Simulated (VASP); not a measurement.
A run of VASP 6.6.1 is set up as follows.

The input INCAR:

```
PREC = Accurate
ENCUT = 500
EDIFF = 1E-6
ISMEAR = -1
SIGMA = 0.02
LREAL = False
LASPH = True
NELM = 120
ALGO = Normal
ISIF = 2
LWAVE = False
LCHARG = False
GGA = PE
NBANDS = 25
GGA_COMPAT = False
```

Contents of KPOINTS:

```
Automatic mesh
0
Gamma
  6 6 6
```

The input POSCAR:

```
SiS2
1.0
   -2.7433908125      4.8180676592      2.7616510799
    2.7433908125     -4.8180676592      2.7616510799
    2.7433908125      4.8180676592     -2.7616510799
Si S
2 4
Direct
    0.7500000000      0.7500000000      0.0000000000
    0.2500000000      0.2500000000      0.0000000000
    0.1177775565      0.2122162993      0.3299938558
    0.8822224435      0.7877837007      0.6700061442
    0.6177775565      0.2877837007      0.9055612572
    0.3822224435      0.7122162993      0.0944387428
```

Potentials or basis: VASP PAW PBE potentials, release 64 (Si, S).

Command:

```console
$ cat potpaw_PBE.64/Si/POTCAR potpaw_PBE.64/S/POTCAR > POTCAR
$ mpirun -np 1 vasp_std > vasp.out
```

Problem. What does it give for the band gap on the k mesh?

Solution. 2.80 eV (least direct gap 3.09 eV).

Problem. Predict the largest force.

Solution. 0.167 eV/Å.

Problem. What does it give for the pressure?

Solution. 2.2 GPa.

Forces on the atoms (eV/Å):
```
Si   0.000  0.000  0.000
Si   0.000  0.000  0.000
S    0.119  0.117  0.000
S   -0.119 -0.117  0.000
S   -0.119  0.117  0.000
S    0.119 -0.117  0.000
```

A k mesh can miss the band edges.
